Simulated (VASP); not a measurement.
Runs of VASP 6.6.1 on Pb. The structure is that of space group P6_3/mmc (No. 194), or close to it. The cells are those of the table. 

| cell | gap on the mesh (eV) | pressure (GPa) |
| --- | --- | --- |
| a = 3.633, b = 3.633, c = 11.684 Å, angles 90.0, 90.0, 120.0°, 4 atoms | none | (a) |
| a = 3.582, b = 3.582, c = 11.519 Å, angles 90.0, 90.0, 120.0°, 4 atoms | none | 3.3 |
| a = 3.529, b = 3.529, c = 11.350 Å, angles 90.0, 90.0, 120.0°, 4 atoms | none | 5.6 |
| a = 3.825, b = 3.825, c = 12.300 Å, angles 90.0, 90.0, 120.0°, 4 atoms | none | -2.7 |

Alike in all rows: task single point; level BLYP; potentials or basis VASP PAW PBE potentials, release 64 (Pb_d); no spin polarisation; k mesh 13 × 13 × 4; cutoff (eV) 520; smearing fermi-dirac 0.1 eV.

**Question.** Estimate the missing entries.

**Answer.** (a) 1.5.

Caveats: the PAW data sets were made with another functional, which shifts forces and pressure a little; spin-orbit coupling is left out, which moves the levels of the heavy elements.

A k mesh can miss the band edges, and the runs leave out spin-orbit coupling on Pb.

A gap of «none» marks levels without a gap at the run's occupations.
